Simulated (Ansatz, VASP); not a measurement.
**As in VASP and in Ansatz**

```
CELL_PARAMETERS angstrom
4.35947 0.00000 0.00000
-2.17973 3.77541 0.00000
0.00000 0.00000 5.70737
ATOMIC_POSITIONS crystal
As 0.00000 0.00000 0.25000
As 0.00000 0.00000 0.75000
As 0.33333 0.66667 0.75000
As 0.66667 0.33333 0.25000
```

Alike in both runs: functional PBEsol; k mesh 6 × 6 × 2; occupations gaussian, width 0.1 eV; no spin polarisation.

Ansatz relaxed the structure, and its values are those at the end. VASP's run is a single point on that final structure, the one shown.

|  | VASP | Ansatz |
| --- | --- | --- |
| version | VASP 6.6.1 | Ansatz 0.2.0 |
| potentials or method | VASP PAW PBE potentials, release 64 (As_d), cutoff 510 eV | scalar-relativistic, plane waves, PAW |
| valence electrons in the cell | 60 | 60 |

VASP gave:

- gap on the k mesh at the Fermi level (eV): none
- pressure (GPa): -0.1

Q: Estimate Ansatz's values.

A: gap on the k mesh at the Fermi level (eV): none; pressure (GPa): 0.0.

VASP's potentials were made for PBE, not for PBEsol. A gap of «none» marks a metal or a gap that the smearing closes. With one functional, cell and mesh, what is left measures potentials, basis and numerics.

The k mesh is coarse, so the values compare programs but aren't converged.
